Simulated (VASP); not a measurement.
# NbH (Cmme) in VASP: a series of runs

NbH is run at these levels: LDA; tasks: single point.

All numbers are computed with VASP 6.6.1; they aren't measurements. Logs are shortened: lines on timing, memory, paths and dates and some standing lists are left out, and cuts for length are marked.

## (1) The cell of the first run

Symmetry: Cmme, No. 67, orthorhombic system. Conventional cell: a = 3.691 Å, b = 4.786 Å, c = 4.804 Å, α = 90.00°, β = 90.00°, γ = 90.00°. Nb (site symmetry mm2) has 4 H at 1.99 Å within 2.6 Å. H (site symmetry 222) has 4 H at 1.85 to 2.39 Å and 4 Nb at 1.99 Å within 2.4 Å.

## (2) Single point, LDA

Contents of INCAR:

```
PREC     = Accurate       # precision mode
ENCUT    = 520            # plane-wave cutoff, eV
EDIFF    = 1E-6           # SCF threshold, eV
ISMEAR   = 0              # smearing method
SIGMA    = 0.15           # smearing width, eV
LREAL    = False          # projectors in reciprocal space
LASPH    = True           # aspherical terms in the spheres
NELM     = 60             # most SCF steps
ALGO     = Normal         # electronic algorithm
ISIF     = 2              # what is computed and relaxed
LWAVE    = False          # write WAVECAR
LCHARG   = False          # write CHGCAR
NBANDS   = 22             # bands
```

Contents of KPOINTS:

```
Automatic mesh
0
Gamma
  8 8 5
```

Contents of POSCAR:

```
NbH
1.0
    1.8453670000     -2.3932010000      0.0000000000
    1.8453670000      2.3932010000      0.0000000000
    0.0000000000      0.0000000000      4.8042290000
Nb H
2 2
Direct
    0.7500000000      0.2500000000      0.2688390000
    0.2500000000      0.7500000000      0.7311610000
    0.2500000000      0.2500000000      0.0000000000
    0.7500000000      0.7500000000      0.0000000000
```

Potentials or basis: VASP PAW LDA potentials, release 64 (Nb_sv, H).

On the command line:

```bash
> cat potpaw_LDA.64/Nb_sv/POTCAR potpaw_LDA.64/H/POTCAR > POTCAR
> mpirun -np 1 vasp_std > vasp.out
```

OUTCAR:

```text
PREC = Accurate
   ENCUT = 520
   EDIFF = 1E-6
   ISMEAR = 0
   LREAL = False
   LASPH = True
   NELM = 60
   ISIF = 2

 ion  position               nearest neighbor table
   1  0.750  0.250  0.269-   2 2.89   2 2.89
   2  0.250  0.750  0.731-   1 2.89   1 2.89
   3  0.250  0.250  0.000-
   4  0.750  0.750  0.000-

  LATTYP: Found a base centered orthorhombic cell.
 ALAT       =     3.6907340000
 B/A-ratio  =     1.2968699451
 C/A-ratio  =     1.3017001496

  Lattice vectors:

 A1 = (   1.8453670000,  -2.3932010000,   0.0000000000)
 A2 = (   1.8453670000,   2.3932010000,   0.0000000000)
 A3 = (   0.0000000000,   0.0000000000,   4.8042290000)

Analysis of symmetry for initial positions (statically):
=====================================================================
 Subroutine PRICEL returns:
 Original cell was already a primitive cell.

 Routine SETGRP: Setting up the symmetry group for a
 base centered orthorhombic supercell.

 Subroutine GETGRP returns: Found  8 space group operations
 (whereof  4 operations were pure point group operations)
 out of a pool of  8 trial point group operations.

The static configuration has the point symmetry C_2h.
 The point group associated with its full space group is D_2h.

Analysis of symmetry for dynamics (positions and initial velocities):
=====================================================================
 Subroutine PRICEL returns:
 Original cell was already a primitive cell.

 Routine SETGRP: Setting up the symmetry group for a
 base centered orthorhombic supercell.

 Subroutine GETGRP returns: Found  8 space group operations
 (whereof  4 operations were pure point group operations)
 out of a pool of  8 trial point group operations.

The dynamic configuration has the point symmetry C_2h.
 The point group associated with its full space group is D_2h.

 Subroutine INISYM returns: Found  8 space group operations
 (whereof  4 operations are pure point group operations),
 and found     1 'primitive' translations

----------------------------------------------------------------------------------------

                                     Primitive cell

  volume of cell :      42.4342

  direct lattice vectors                    reciprocal lattice vectors
     1.845367000 -2.393201000  0.000000000     0.270948814 -0.208925201  0.000000000
     1.845367000  2.393201000  0.000000000     0.270948814  0.208925201  0.000000000
     0.000000000  0.000000000  4.804229000     0.000000000  0.000000000  0.208149945

  length of vectors
     3.022050693  3.022050693  4.804229000     0.342144705  0.342144705  0.208149945

  position of ions in fractional coordinates (direct lattice)
     0.750000000  0.250000000  0.268839000
     0.250000000  0.750000000  0.731161000
     0.250000000  0.250000000  0.000000000
     0.750000000  0.750000000  0.000000000

  ion indices of the primitive-cell ions
   primitive index   ion index
                 1           1
                 2           2
                 3           3
                 4           4

----------------------------------------------------------------------------------------

 KPOINTS: Automatic mesh

Automatic generation of k-mesh.
 Grid dimensions read from file:
 generate k-points for:    8    8    5

 Generating k-lattice:

  Cartesian coordinates                     Fractional coordinates (reciprocal lattice)
     0.033868602 -0.026115650  0.000000000     0.125000000  0.000000000  0.000000000
     0.033868602  0.026115650  0.000000000     0.000000000  0.125000000  0.000000000
     0.000000000  0.000000000  0.041629989     0.000000000  0.000000000  0.200000000

  Length of vectors
     0.042768088  0.042768088  0.041629989

  Shift w.r.t. Gamma in fractional coordinates (k-lattice)
     0.000000000  0.000000000  0.000000000

 Subroutine IBZKPT returns following result:
 ===========================================

 Found     63 irreducible k-points:

 Following reciprocal coordinates:
            Coordinates               Weight
  0.000000  0.000000  0.000000      1.000000
  0.125000  0.000000  0.000000      4.000000
  0.250000  0.000000  0.000000      4.000000
  0.375000  0.000000  0.000000      4.000000
  0.500000  0.000000  0.000000      2.000000
  0.125000  0.125000  0.000000      2.000000
[... 16 lines left out ...]
  0.125000  0.000000  0.200000      8.000000
  0.250000  0.000000  0.200000      8.000000
 [... further k-points ...]
   k-points           NKPTS =     63   k-points in BZ     NKDIM =     63   number of bands    NBANDS=     22
   number of dos      NEDOS =    301   number of ions     NIONS =      4
   total plane-waves  NPLWV =  20736
   dimension x,y,z NGX =    24 NGY =   24 NGZ =   36
   dimension x,y,z NGXF=    48 NGYF=   48 NGZF=   72
   ions per type =               2   2
   NGX,Y,Z   is equivalent  to a cutoff of  13.20, 13.20, 12.46 a.u.
   NGXF,Y,Z  is equivalent  to a cutoff of  26.41, 26.41, 24.91 a.u.
 SYSTEM =  unknown system
   PREC   = accura    normal or accurate (medium, high low for compatibility)
   ISTART =      0    job   : 0-new  1-cont  2-samecut
   ICHARG =      2    charge: 1-file 2-atom 10-const
   ISPIN  =      1    spin polarized calculation?
   LNONCOLLINEAR =      F non collinear calculations
   LSORBIT =      F    spin-orbit coupling
   LASPH  =      T    aspherical Exc in radial PAW
   ENCUT  =  520.0 eV  38.22 Ry    6.18 a.u.   5.62  5.62  8.93*2*pi/ulx,y,z
   NELM   =     60;   NELMIN=  2; NELMDL= -5     # of ELM steps
   EDIFF  = 0.1E-05   stopping-criterion for ELM
   LREAL  =      F    real-space projection
   EDIFFG = 0.1E-04   stopping-criterion for IOM
   NSW    =      0    number of steps for IOM
   IBRION =     -1    ionic relax: 0-MD 1-quasi-New 2-CG
   NFREE  =      0    steps in history (QN), initial steepest desc. (CG)
   ISIF   =      2    stress and relaxation
   ISYM   =      2    0-nonsym 1-usesym 2-fastsym
   POTIM  = 0.5000    time-step for ionic-motion
   TEBEG  =    0.0;   TEEND  =   0.0 temperature during run
   PSTRESS=    0.0 pullay stress
   NELECT =      28.0000    total number of electrons
   NUPDOWN=      -1.0000    fix difference up-down
   EMIN   =  10.00;   EMAX   =-10.00  energy-range for DOS
   EFERMI =   0.00;   METHOD = LEGACY
   ISMEAR =     0;   SIGMA  =   0.15  broadening in eV -4-tet -1-fermi 0-gaus
   EFERMI_NEDOS =   21; number of points for ismear=-14 and -15
   IALGO  =     38    algorithm
   IMIX   =      4    mixing-type and parameters
     AMIX     =   0.40;   BMIX     =  1.00
     AMIX_MAG =   1.60;   BMIX_MAG =  1.00
  volume/ion in A,a.u.               =      10.61        71.59
  Fermi-wavevector in a.u.,A,eV,Ry     =   1.425243  2.693319 27.637760  2.031318
  Thomas-Fermi vector in A             =   2.545648
   LORBIT       =      0    0 simple, 1 ext, 2 COOP (PROOUT), +10 PAW based schemes
   GGA     = CA    functional components
   LHFCALC =     F    Hartree Fock is set to
   AEXX    =    0.0000 exact exchange contribution
   IVDW    =     0    specifies the selected vdW correction
   LEPSILON=     F    determine dielectric tensor
   LRPA    =     F    only Hartree local field effects (RPA)
 non-spin polarized calculation
 Gauss-broadening in eV      SIGMA  =   0.15
  energy-cutoff  :      520.00
  volume of cell :       42.43
 maximum number of plane-waves:      1156
 NGX is ok and might be reduce to    24
   NGX = 11   NGY = 11   NGZ = 17

 number of electron      27.9999998 magnetization

 Free energy of the ion-electron system (eV)
  ---------------------------------------------------
  ext. energy  EPLUGINS =         0.00000000
  ---------------------------------------------------
  free energy    TOTEN  =       -30.33755667 eV

  energy without entropy =      -30.32893029  energy(sigma->0) =      -30.33324348

 E-fermi :  10.1482     XC(G=0): -12.3996

 val. band max:       10.1158603550   @ k =  -0.1250   0.1250   0.2000
 cond. band min:      10.1491719582   @ k =  -0.3750   0.2500   0.4000
 fundamental gap:      0.0333116031
 Fermi energy:        10.1482134060

 k-point     1 :       0.0000    0.0000    0.0000
  band No.  band energies     occupation
      1     -44.7022      2.00000
      2     -44.5432      2.00000
      3     -21.3788      2.00000
      4     -20.7654      2.00000
      5     -20.4915      2.00000
      6     -20.4607      2.00000
[... 14 lines left out ...]
     21      14.6833      0.00000
     22      18.6169      0.00000

 k-point     2 :       0.1250    0.0000    0.0000
  band No.  band energies     occupation
      1     -44.6873      2.00000
      2     -44.5402      2.00000
      3     -21.3353      2.00000
      4     -20.8076      2.00000
      5     -20.5333      2.00000
      6     -20.5297      2.00000
[... 14 lines left out ...]
     21      15.1612      0.00000
     22      18.2645      0.00000

 k-point     3 :       0.2500    0.0000    0.0000
  band No.  band energies     occupation
      1     -44.6485      2.00000
      2     -44.5355      2.00000
      3     -21.2176      2.00000
      4     -20.9561      2.00000
      5     -20.7696      2.00000
      6     -20.5786      2.00000
[... 14 lines left out ...]
     21      16.0811      0.00000
     22      18.1603      0.00000
[... 476 lines left out ...]
 k-point    23 :       0.1250    0.0000    0.2000
  band No.  band energies     occupation
      1     -44.6761      2.00000
      2     -44.5517      2.00000
      3     -21.2721      2.00000
      4     -20.7861      2.00000
      5     -20.6116      2.00000
      6     -20.5278      2.00000
[... 14 lines left out ...]
     21      15.5741      0.00000
     22      19.0241      0.00000

 k-point    24 :       0.2500    0.0000    0.2000
  band No.  band energies     occupation
      1     -44.6398      2.00000
      2     -44.5443      2.00000
      3     -21.2203      2.00000
      4     -20.9359      2.00000
      5     -20.7940      2.00000
      6     -20.5748      2.00000
[... 14 lines left out ...]
     21      16.2362      0.00000
     22      18.8630      0.00000

 [... further k-points ...]

------------------------ aborting loop because EDIFF is reached ----------------------------------------

  FORCE on cell =-STRESS in cart. coord.  units (eV):
  Direction    XX          YY          ZZ          XY          YZ          ZX
  --------------------------------------------------------------------------------------
  -------------------------------------------------------------------------------------
  Total       -2.8402510     -2.5277311     -2.7520282      0.0000000     -0.0000000      0.0000000
  in kB     -107.2387336    -95.4389905   -103.9077244      0.0000000     -0.0000000      0.0000000
  external PRESSURE =    -102.1951495 kB  Pullay stress =       0.0000000 kB

 VOLUME and BASIS-vectors are now :
 -----------------------------------------------------------------------------
  energy-cutoff  :      520.00
  volume of cell :       42.43
      direct lattice vectors                 reciprocal lattice vectors
     1.845367000 -2.393201000  0.000000000     0.270948814 -0.208925201  0.000000000
     1.845367000  2.393201000  0.000000000     0.270948814  0.208925201  0.000000000
     0.000000000  0.000000000  4.804229000     0.000000000  0.000000000  0.208149945

 POSITION                                       TOTAL-FORCE (eV/Angst)
 -----------------------------------------------------------------------------------
      1.84537     -1.19660      1.29156        -0.000000      0.000000     -0.072671
      1.84537      1.19660      3.51266         0.000000      0.000000      0.072671
      0.92268      0.00000      0.00000        -0.000000     -0.000000      0.000000
      2.76805      0.00000      0.00000        -0.000000     -0.000000     -0.000000
 -----------------------------------------------------------------------------------
    total drift:                               -0.000000      0.000000      0.000000

  FREE ENERGIE OF THE ION-ELECTRON SYSTEM (eV)
  ---------------------------------------------------
  free  energy   TOTEN  =       -30.3375566674 eV

  energy  without entropy=      -30.3289302929  energy(sigma->0) =      -30.33324348
```

Wall time 46 s (1 thread of Intel Xeon Platinum 8259CL at 2.50GHz (Skylake/Cascade Lake), shared host); peak memory 0.17 GiB.

Results:

| Property | Result |
| --- | --- |
| Free energy | -30.3376 eV |
| Pressure | -10.2 GPa |
| Largest force | 0.073 eV/Å |
| Band gap on the k mesh | zero (band 14 reaches 12.18 eV, above the bottom of band 15 at 9.51 eV) |

Forces in eV/Å, atoms in the order of the input:
```
Nb   0.000  0.000 -0.073
Nb   0.000  0.000  0.073
H    0.000  0.000  0.000
H    0.000  0.000  0.000
```

Stress tensor (GPa, compression positive):
```
-10.72   0.00   0.00
  0.00  -9.54   0.00
  0.00   0.00 -10.39
```

## (3) Single point, LDA

Contents of INCAR:

```
PREC = Accurate ; ENCUT = 520
EDIFF = 1E-7 ; ISMEAR = 0
SIGMA = 0.15 ; LREAL = False
LASPH = True ; NELM = 60
ALGO = Normal ; ISIF = 2
LWAVE = False ; LCHARG = False
GGA = CA ; NBANDS = 22
```

Contents of KPOINTS:

```
regular mesh
0
Gamma
  8 8 5
```

POSCAR is that of step 2.

Potentials or basis: VASP PAW LDA potentials, release 64 (Nb_sv, H).

On the command line:

```bash
> cat potpaw_LDA.64/Nb_sv/POTCAR potpaw_LDA.64/H/POTCAR > POTCAR
> mpirun -np 1 vasp_std > vasp.out
```

It took 39 s on 1 thread of Intel Xeon Platinum 8259CL at 2.50GHz (Skylake/Cascade Lake), shared host; peak memory 0.17 GiB.

The run converged. Its results:

```
Free energy            : -30.3376 eV
Pressure               : -10.2 GPa
Largest force          : 0.073 eV/Å
Band gap on the k mesh : zero (band 14 reaches 12.18 eV, above the bottom of band 15 at 9.51 eV)
```

Forces in eV/Å, atoms in the order of the input:
```
Nb   0.000  0.000 -0.073
Nb   0.000  0.000  0.073
H    0.000  0.000  0.000
H    0.000  0.000  0.000
```

Stress tensor (GPa, compression positive):
```
-10.72   0.00   0.00
  0.00  -9.54   0.00
  0.00   0.00 -10.39
```

Levels at points of the mesh, in eV from the Fermi level:
| k point | band 11 | band 12 | band 13 | band 14 | band 15 | band 16 | band 17 | band 18 |
| --- | --- | --- | --- | --- | --- | --- | --- | --- |
| (0.00, 0.00, 0.00) | -4.06 | -1.48 | -0.85 | -0.77 | 0.38 | 1.00 | 2.60 | 2.61 |
| (0.50, 0.00, 0.00) | -2.52 | -2.52 | -1.12 | -1.12 | 1.38 | 1.38 | 1.97 | 1.97 |
| (0.50, 0.50, 0.00) | -4.10 | -3.98 | -0.65 | 2.03 | 2.26 | 2.47 | 3.73 | 3.75 |
